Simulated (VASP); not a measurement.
# Ir (P6_3/mmc) in VASP: notebook

The runs below take Ir through single point, with LDA.

All numbers are computed with VASP 6.6.1; they aren't measurements. Logs are shortened: lines on timing, memory, paths and dates and some standing lists are left out, and cuts for length are marked.

### Step 1. The cell of the first run

Symmetry: P6_3/mmc, No. 194, hexagonal system. The conventional cell has a = 2.678 Å, b = 2.678 Å, c = 4.152 Å, α = 90.00°, β = 90.00°, γ = 120.00°. Ir (site symmetry -6m2) has 12 Ir at 2.59 to 2.68 Å within 3.4 Å.

This isn't the form of Ir at room conditions, which is fcc.

### Step 2. Single point, LDA

The input, INCAR:

```
PREC = Accurate
ENCUT = 520
EDIFF = 1E-6
ISMEAR = 0
SIGMA = 0.15
LREAL = False
LASPH = True
NELM = 60
ALGO = Normal
ISIF = 2
LWAVE = False
LCHARG = True
GGA = CA
LELF = True
LVHAR = True
NBANDS = 16
```

The input, KPOINTS:

```
regular mesh
0
Gamma
  18 18 10
```

The input, POSCAR:

```
Ir
1.0
    2.6782000000      0.0000000000      0.0000000000
   -1.3391000000      2.3193892364      0.0000000000
    0.0000000000      0.0000000000      4.1523000000
Ir
2
Direct
    0.6666666667      0.3333333333      0.7500000000
    0.3333333333      0.6666666667      0.2500000000
```

Potentials or basis: VASP PAW LDA potentials, release 64 (Ir).

Started as:

```sh
> cat potpaw_LDA.64/Ir/POTCAR > POTCAR
> mpirun -np 1 vasp_std > vasp.out
```

OUTCAR:

```text
PREC = Accurate
   ENCUT = 520
   EDIFF = 1E-6
   ISMEAR = 0
   LREAL = False
   LASPH = True
   NELM = 60
   ISIF = 2
   GGA = CA

 ion  position               nearest neighbor table
   1  0.667  0.333  0.750-   2 2.59   2 2.59   2 2.59   2 2.59   2 2.59   2 2.59
   2  0.333  0.667  0.250-   1 2.59   1 2.59   1 2.59   1 2.59   1 2.59   1 2.59

  LATTYP: Found a hexagonal cell.
 ALAT       =     2.6782000000
 C/A-ratio  =     1.5504069898

  Lattice vectors:

 A1 = (   2.6782000000,   0.0000000000,   0.0000000000)
 A2 = (  -1.3391000000,   2.3193892364,   0.0000000000)
 A3 = (   0.0000000000,   0.0000000000,   4.1523000000)

Analysis of symmetry for initial positions (statically):
=====================================================================
 Subroutine PRICEL returns:
 Original cell was already a primitive cell.

 Routine SETGRP: Setting up the symmetry group for a
 hexagonal supercell.

 Subroutine GETGRP returns: Found 24 space group operations
 (whereof 12 operations were pure point group operations)
 out of a pool of 24 trial point group operations.

The static configuration has the point symmetry D_3d.
 The point group associated with its full space group is D_6h.

Analysis of symmetry for dynamics (positions and initial velocities):
=====================================================================
 Subroutine PRICEL returns:
 Original cell was already a primitive cell.

 Routine SETGRP: Setting up the symmetry group for a
 hexagonal supercell.

 Subroutine GETGRP returns: Found 24 space group operations
 (whereof 12 operations were pure point group operations)
 out of a pool of 24 trial point group operations.

The dynamic configuration has the point symmetry D_3d.
 The point group associated with its full space group is D_6h.

 Subroutine INISYM returns: Found 24 space group operations
 (whereof 12 operations are pure point group operations),
 and found     1 'primitive' translations

----------------------------------------------------------------------------------------

                                     Primitive cell

  volume of cell :      25.7932

  direct lattice vectors                    reciprocal lattice vectors
     2.678200000  0.000000000  0.000000000     0.373385109  0.215573993  0.000000000
    -1.339100000  2.319389236  0.000000000     0.000000000  0.431147987  0.000000000
     0.000000000  0.000000000  4.152300000     0.000000000  0.000000000  0.240830383

  length of vectors
     2.678200000  2.678200000  4.152300000     0.431147987  0.431147987  0.240830383

  position of ions in fractional coordinates (direct lattice)
     0.666666667  0.333333333  0.750000000
     0.333333333  0.666666667  0.250000000

  ion indices of the primitive-cell ions
   primitive index   ion index
                 1           1
                 2           2

----------------------------------------------------------------------------------------

 KPOINTS: regular mesh

Automatic generation of k-mesh.
 Grid dimensions read from file:
 generate k-points for:   18   18   10

 Generating k-lattice:

  Cartesian coordinates                     Fractional coordinates (reciprocal lattice)
     0.020743617  0.011976333  0.000000000     0.055555556 -0.000000000  0.000000000
     0.000000000  0.023952666  0.000000000     0.000000000  0.055555556  0.000000000
     0.000000000  0.000000000  0.024083038     0.000000000  0.000000000  0.100000000

  Length of vectors
     0.023952666  0.023952666  0.024083038

  Shift w.r.t. Gamma in fractional coordinates (k-lattice)
     0.000000000  0.000000000  0.000000000

 Subroutine IBZKPT returns following result:
 ===========================================

 Found    222 irreducible k-points:

 Following reciprocal coordinates:
            Coordinates               Weight
  0.000000  0.000000  0.000000      1.000000
  0.055556  0.000000  0.000000      6.000000
  0.111111  0.000000  0.000000      6.000000
  0.166667  0.000000  0.000000      6.000000
  0.222222  0.000000  0.000000      6.000000
  0.277778  0.000000  0.000000      6.000000
[... 16 lines left out ...]
  0.333333  0.111111  0.000000     12.000000
  0.388889  0.111111  0.000000     12.000000
 [... further k-points ...]
   k-points           NKPTS =    222   k-points in BZ     NKDIM =    222   number of bands    NBANDS=     16
   number of dos      NEDOS =    301   number of ions     NIONS =      2
   total plane-waves  NPLWV =  12800
   dimension x,y,z NGX =    20 NGY =   20 NGZ =   32
   dimension x,y,z NGXF=    40 NGYF=   40 NGZF=   64
   ions per type =               2
   NGX,Y,Z   is equivalent  to a cutoff of  12.41, 12.41, 12.81 a.u.
   NGXF,Y,Z  is equivalent  to a cutoff of  24.83, 24.83, 25.62 a.u.
 SYSTEM =  unknown system
   PREC   = accura    normal or accurate (medium, high low for compatibility)
   ISTART =      0    job   : 0-new  1-cont  2-samecut
   ICHARG =      2    charge: 1-file 2-atom 10-const
[... 26 lines left out ...]
     AMIX_MAG =   1.60;   BMIX_MAG =  1.00
  volume/ion in A,a.u.               =      12.90        87.03
  Fermi-wavevector in a.u.,A,eV,Ry     =   1.452102  2.744075 28.689259  2.108601
  Thomas-Fermi vector in A             =   2.569523
   LORBIT       =      0    0 simple, 1 ext, 2 COOP (PROOUT), +10 PAW based schemes
   GGA     = CA    functional components
   LHFCALC =     F    Hartree Fock is set to
   AEXX    =    0.0000 exact exchange contribution
   IVDW    =     0    specifies the selected vdW correction
   LEPSILON=     F    determine dielectric tensor
   LRPA    =     F    only Hartree local field effects (RPA)
 non-spin polarized calculation
 Gauss-broadening in eV      SIGMA  =   0.15
  energy-cutoff  :      520.00
  volume of cell :       25.79
 maximum number of plane-waves:       714
 NGX is ok and might be reduce to    20
   NGX =  9   NGY =  9   NGZ = 15

 number of electron      17.9999999 magnetization

 Free energy of the ion-electron system (eV)
  ---------------------------------------------------
  ext. energy  EPLUGINS =         0.00000000
  ---------------------------------------------------
  free energy    TOTEN  =       -20.18906667 eV

  energy without entropy =      -20.16413123  energy(sigma->0) =      -20.17659895

 E-fermi :  12.2304     XC(G=0): -14.6746

 val. band max:       12.2240404155   @ k =   0.2222   0.0556   0.4000
 cond. band min:      12.2323045809   @ k =   0.1667   0.1111   0.4000
 fundamental gap:      0.0082641654
 Fermi energy:        12.2303667045

 k-point     1 :       0.0000    0.0000    0.0000
  band No.  band energies     occupation
      1      -0.1050      2.00000
      2       2.9466      2.00000
      3       7.6341      2.00000
      4       7.6341      2.00000
      5       8.0952      2.00000
      6       8.5407      2.00000
[... 8 lines left out ...]
     15      29.1583      0.00000
     16      30.1434      0.00000

 k-point     2 :       0.0556    0.0000    0.0000
  band No.  band energies     occupation
      1       0.0248      2.00000
      2       3.0571      2.00000
      3       7.3727      2.00000
      4       7.7453      2.00000
      5       8.3247      2.00000
      6       8.4723      2.00000
[... 8 lines left out ...]
     15      29.3137      0.00000
     16      30.3466      0.00000

 k-point     3 :       0.1111    0.0000    0.0000
  band No.  band energies     occupation
      1       0.4031      2.00000
      2       3.3650      2.00000
      3       6.9422      2.00000
      4       8.0744      2.00000
      5       8.2670      2.00000
      6       8.3372      2.00000
[... 8 lines left out ...]
     15      29.7167      0.00000
     16      30.8806      0.00000

 k-point     4 :       0.1667    0.0000    0.0000
  band No.  band energies     occupation
      1       0.9943      2.00000
      2       3.7836      2.00000
      3       6.5363      2.00000
      4       7.5059      2.00000
      5       8.0291      2.00000
      6       8.3002      2.00000
[... 8 lines left out ...]
     15      29.8419      0.00000
     16      30.5400      0.00000
[... 324 lines left out ...]
 k-point    22 :       0.2778    0.1111    0.0000
  band No.  band energies     occupation
      1       3.4812      2.00000
      2       4.3111      2.00000
      3       5.0376      2.00000
      4       6.3429      2.00000
      5       7.1520      2.00000
      6       8.2413      2.00000
[... 8 lines left out ...]
     15      24.6398      0.00000
     16      27.4441      0.00000

 k-point    23 :       0.3333    0.1111    0.0000
  band No.  band energies     occupation
      1       3.8644      2.00000
      2       4.0839      2.00000
      3       4.5850      2.00000
      4       6.8889      2.00000
      5       7.0262      2.00000
      6       8.4235      2.00000
[... 8 lines left out ...]
     15      23.2669      0.00000
     16      26.9062      0.00000

 k-point    24 :       0.3889    0.1111    0.0000
  band No.  band energies     occupation
      1       3.8696      2.00000
      2       4.0786      2.00000
      3       4.3074      2.00000
      4       6.9575      2.00000
      5       7.4029      2.00000
      6       8.2766      2.00000
[... 8 lines left out ...]
     15      24.1926      0.00000
     16      26.5722      0.00000

 [... further k-points ...]
[... 5 lines left out ...]
  --------------------------------------------------------------------------------------
  -------------------------------------------------------------------------------------
  Total        5.2508496      5.2508496      9.6057238      0.0000000      0.0000000     -0.0000000
  in kB      326.1630783    326.1630783    596.6715212      0.0000000      0.0000000     -0.0000000
  external PRESSURE =     416.3325592 kB  Pullay stress =       0.0000000 kB

 VOLUME and BASIS-vectors are now :
 -----------------------------------------------------------------------------
  energy-cutoff  :      520.00
  volume of cell :       25.79
      direct lattice vectors                 reciprocal lattice vectors
     2.678200000  0.000000000  0.000000000     0.373385109  0.215573993  0.000000000
    -1.339100000  2.319389236  0.000000000     0.000000000  0.431147987  0.000000000
     0.000000000  0.000000000  4.152300000     0.000000000  0.000000000  0.240830383

 POSITION                                       TOTAL-FORCE (eV/Angst)
 -----------------------------------------------------------------------------------
      1.33910      0.77313      3.11423        -0.000000      0.000000      0.000000
     -0.00000      1.54626      1.03808         0.000000      0.000000      0.000000
 -----------------------------------------------------------------------------------
    total drift:                               -0.000000      0.000000     -0.000000

  FREE ENERGIE OF THE ION-ELECTRON SYSTEM (eV)
  ---------------------------------------------------
  free  energy   TOTEN  =       -20.1890666668 eV

  energy  without entropy=      -20.1641312259  energy(sigma->0) =      -20.17659895
```

It took 46 s on 1 thread of Intel Xeon Platinum 8488C (Sapphire Rapids), shared host; peak memory 0.19 GiB.

What came out:

| Quantity | Value |
| --- | --- |
| Free energy | -20.1891 eV |
| Pressure | 41.6 GPa |
| Band gap on the k mesh | zero (bands 9 and 10 overlap by 3.86 eV) |

Caveat: the cell stands under pressure; spin-orbit coupling is left out, which moves the levels of the heavy elements.

### Step 3. Single point, LDA

This run uses another cell than the first one, of 13.04 Å³/atom.

The input, INCAR:

```
SYSTEM = Ir
  PREC = Accurate
  ENCUT = 520
  EDIFF = 1E-7
  ISMEAR = 0
  SIGMA = 0.15
  LREAL = .False.
  LASPH = .True.
  NELM = 100
  ALGO = Normal
  ISIF = 2
  LWAVE = .False.
  LCHARG = .False.
  NBANDS = 16
```

The input, KPOINTS:

```
regular mesh
0
Gamma
  18 18 10
  0 0 0
```

The input, POSCAR:

```
Ir
1.0
    2.6421000000      0.0000000000      0.0000000000
   -1.3210500000      2.2881257193      0.0000000000
    0.0000000000      0.0000000000      4.3131000000
Ir
2
Direct
    0.6666666667      0.3333333333      0.7500000000
    0.3333333333      0.6666666667      0.2500000000
```

Potentials or basis: VASP PAW LDA potentials, release 64 (Ir).

Started as:

```sh
> cat potpaw_LDA.64/Ir/POTCAR > POTCAR
> mpirun -np 1 vasp_std > vasp.out
```

Run time: 46 s. Hardware: 1 thread of Intel Xeon Platinum 8488C (Sapphire Rapids), shared host; peak memory 0.19 GiB.

Results (log left out):

- Free energy: -20.3215 eV
- Pressure: 33.7 GPa
- Band gap on the k mesh: zero (bands 9 and 10 overlap by 3.88 eV)

Stress tensor (GPa, compression positive):
```
34.69  0.00  0.00
 0.00 34.69  0.00
 0.00  0.00 31.69
```

Levels at points of the mesh, in eV from the Fermi level:
| k point | band 5 | band 6 | band 7 | band 8 | band 9 | band 10 | band 11 | band 12 | band 13 | band 14 |
| --- | --- | --- | --- | --- | --- | --- | --- | --- | --- | --- |
| (0.00, 0.00, 0.00) | -4.41 | -3.66 | -3.66 | -2.66 | -2.66 | -1.06 | 0.31 | 0.31 | 7.80 | 14.13 |
| (0.50, 0.00, 0.00) | -4.10 | -3.81 | -3.44 | 0.90 | 1.12 | 1.37 | 3.35 | 4.93 | 8.81 | 10.95 |
| (0.00, 0.00, 0.50) | -4.52 | -4.52 | -4.52 | -4.52 | -0.53 | -0.53 | -0.53 | -0.53 | 13.64 | 13.64 |
| (0.50, 0.00, 0.50) | -2.43 | -2.43 | -1.13 | -1.13 | 1.17 | 1.17 | 2.22 | 2.22 | 8.53 | 8.53 |

Caveat: the cell stands under pressure; spin-orbit coupling is left out, which moves the levels of the heavy elements.

### Step 4. Single point, LDA

This run uses another cell than the first one, of 13.05 Å³/atom.

The input, INCAR:

```
  PREC = Accurate
  ENCUT = 520
  EDIFF = 1E-7
  ISMEAR = 0
  SIGMA = 0.15
  LREAL = False
  LASPH = True
  NELM = 100
  ALGO = Normal
  ISIF = 2
  LWAVE = False
  LCHARG = True
  GGA = CA
  LELF = True
  LVHAR = True
  NBANDS = 16
```

The input, KPOINTS:

```
Automatic mesh
0
Gamma
  18 18 10
```

The input, POSCAR:

```
Ir
1.0
    2.5790000000      0.0000000000      0.0000000000
   -1.2895000000      2.2334795163      0.0000000000
    0.0000000000      0.0000000000      4.5324000000
Ir
2
Direct
    0.6666666667      0.3333333333      0.7500000000
    0.3333333333      0.6666666667      0.2500000000
```

Started as:

```sh
> cat potpaw_LDA.64/Ir/POTCAR > POTCAR
> mpirun -np 1 vasp_std > vasp.out
```

Run time: 52 s. Hardware: 1 thread of Intel Xeon Platinum 8488C (Sapphire Rapids), shared host; peak memory 0.19 GiB.

It converged, with:

```yaml
Free_energy: -20.1432 eV
Pressure: 36.2 GPa
Band_gap_on_the_k_mesh: zero (bands 9 and 10 overlap by 4.24 eV)
```

Stress tensor (GPa, compression positive):
```
50.89  0.00  0.00
 0.00 50.89  0.00
 0.00  0.00  6.95
```

Levels at points of the mesh, in eV from the Fermi level:
```csv
k point,band 7,band 8,band 9,band 10,band 11,band 12
"(0.00, 0.00, 0.00)",-3.70,-1.81,-1.81,-1.68,0.53,0.53
"(0.50, 0.00, 0.00)",-3.34,0.89,1.59,1.90,3.60,5.25
"(0.00, 0.00, 0.50)",-4.23,-4.23,-0.30,-0.30,-0.30,-0.30
"(0.50, 0.00, 0.50)",-0.96,-0.96,1.76,1.76,2.28,2.28
```

Caveat: the cell stands under pressure; spin-orbit coupling is left out, which moves the levels of the heavy elements.

### Step 5. Single point, LDA

This run uses another cell than the first one, of 13.04 Å³/atom.

The input, INCAR:

```
SYSTEM = Ir
PREC     = Accurate       ! precision mode
ENCUT    = 520            ! plane-wave cutoff, eV
EDIFF    = 1E-7           ! SCF threshold, eV
ISMEAR   = 0              ! smearing method
SIGMA    = 0.15           ! smearing width, eV
LREAL    = .False.        ! projectors in reciprocal space
LASPH    = .True.         ! aspherical terms in the spheres
NELM     = 100            ! most SCF steps
ALGO     = Normal         ! electronic algorithm
ISIF     = 2              ! what is computed and relaxed
LWAVE    = .False.        ! write WAVECAR
LCHARG   = .False.        ! write CHGCAR
NBANDS   = 16             ! bands
```

The input, KPOINTS:

```
regular mesh
0
Gamma
  18 18 10
  0 0 0
```

The input, POSCAR:

```
Ir
1.0
    2.7323000000      0.0000000000      0.0000000000
   -1.3661500000      2.3662412107      0.0000000000
    0.0000000000      0.0000000000      4.0353000000
Ir
2
Direct
    0.6666666667      0.3333333333      0.7500000000
    0.3333333333      0.6666666667      0.2500000000
```

Started as:

```sh
> cat potpaw_LDA.64/Ir/POTCAR > POTCAR
> mpirun -np 1 vasp_std > vasp.out
```

It took 28 s on 1 thread of Intel Xeon 6975P-C (Granite Rapids), shared host; peak memory 0.19 GiB.

It converged, with:

```yaml
Free_energy: -20.0735 eV
Pressure: 38.9 GPa
Band_gap_on_the_k_mesh: zero (bands 9 and 10 overlap by 3.31 eV)
```

Stress tensor (GPa, compression positive):
```
24.37  0.00  0.00
 0.00 24.37  0.00
 0.00  0.00 68.08
```

Levels at points of the mesh, in eV from the Fermi level:
```
           k point  band 6  band 7  band 8  band 9  band 10  band 11  band 12  band 13
(0.00, 0.00, 0.00)   -3.69   -3.55   -3.55   -3.51     0.08     0.19     0.19     9.13
(0.50, 0.00, 0.00)   -3.49   -2.78    0.04    0.82     1.59     2.89     4.29     9.12
(0.00, 0.00, 0.50)   -5.04   -4.58   -4.58   -0.47    -0.47    -0.47    -0.47    13.25
(0.50, 0.00, 0.50)   -2.99   -1.27   -1.27    0.54     0.54     2.02     2.02     8.22
```

Caveat: the cell stands under pressure; spin-orbit coupling is left out, which moves the levels of the heavy elements.

### Step 6. Single point, LDA

This run uses another cell than the first one, of 12.99 Å³/atom.

The input, INCAR:

```
SYSTEM = Ir
ALGO     = Normal         ! electronic algorithm
EDIFF    = 1E-6           ! SCF threshold, eV
ENCUT    = 520            ! plane-wave cutoff, eV
ISIF     = 2              ! what is computed and relaxed
ISMEAR   = 0              ! smearing method
LASPH    = .True.         ! aspherical terms in the spheres
LCHARG   = .True.         ! write CHGCAR
LELF     = .True.         ! ELF
LREAL    = .False.        ! projectors in reciprocal space
LVHAR    = .True.       
LWAVE    = .False.        ! write WAVECAR
NBANDS   = 16             ! bands
NELM     = 80             ! most SCF steps
PREC     = Accurate       ! precision mode
SIGMA    = 0.15           ! smearing width, eV
```

The input, KPOINTS:

```
k-points
0
Gamma
  18 18 10
  0 0 0
```

The input, POSCAR:

```
Ir
1.0
    2.6511000000      0.0000000000      0.0000000000
   -1.3255500000      2.2959199480      0.0000000000
    0.0000000000      0.0000000000      4.2693000000
Ir
2
Direct
    0.6666666667      0.3333333333      0.7500000000
    0.3333333333      0.6666666667      0.2500000000
```

Potentials or basis: VASP PAW LDA potentials, release 64 (Ir).

Started as:

```sh
> cat potpaw_LDA.64/Ir/POTCAR > POTCAR
> mpirun -np 1 vasp_std > vasp.out
```

Wall time 27 s (1 thread of Intel Xeon 6975P-C (Granite Rapids), shared host); peak memory 0.19 GiB.

Results (log left out):

```
Free energy            : -20.3011 eV
Pressure               : 35.7 GPa
Band gap on the k mesh : zero (bands 9 and 10 overlap by 3.92 eV)
```

Stress tensor (GPa, compression positive):
```
34.16  0.00  0.00
 0.00 34.16  0.00
 0.00  0.00 38.89
```

Levels at points of the mesh, in eV from the Fermi level:
```
           k point  band 7  band 8  band 9  band 10  band 11  band 12
(0.00, 0.00, 0.00)   -3.67   -2.83   -2.83    -0.94     0.28     0.28
(0.50, 0.00, 0.00)   -3.39    0.78    1.18     1.29     3.31     4.88
(0.00, 0.00, 0.50)   -4.61   -4.61   -0.55    -0.55    -0.55    -0.55
(0.50, 0.00, 0.50)   -1.17   -1.17    1.08     1.08     2.21     2.21
```

Caveat: the cell stands under pressure; spin-orbit coupling is left out, which moves the levels of the heavy elements.

### Step 7. Summary

| cell | gap on the mesh (eV) | pressure (GPa) |
| --- | --- | --- |
| a = 2.678, b = 2.678, c = 4.152 Å, angles 90.0, 90.0, 120.0°, 2 atoms | none | 41.6 |
| a = 2.642, b = 2.642, c = 4.313 Å, angles 90.0, 90.0, 120.0°, 2 atoms | none | 33.7 |
| a = 2.579, b = 2.579, c = 4.532 Å, angles 90.0, 90.0, 120.0°, 2 atoms | none | 36.2 |
| a = 2.732, b = 2.732, c = 4.035 Å, angles 90.0, 90.0, 120.0°, 2 atoms | none | 38.9 |
| a = 2.651, b = 2.651, c = 4.269 Å, angles 90.0, 90.0, 120.0°, 2 atoms | none | 35.7 |

Alike in all rows: task single point; level LDA; potentials or basis VASP PAW LDA potentials, release 64 (Ir); no spin polarisation; k mesh 18 × 18 × 10; cutoff (eV) 520; smearing gaussian 0.15 eV.

Caveats: the cell stands under pressure; spin-orbit coupling is left out, which moves the levels of the heavy elements.

Absolute energies hang on the potentials; compare differences alone.
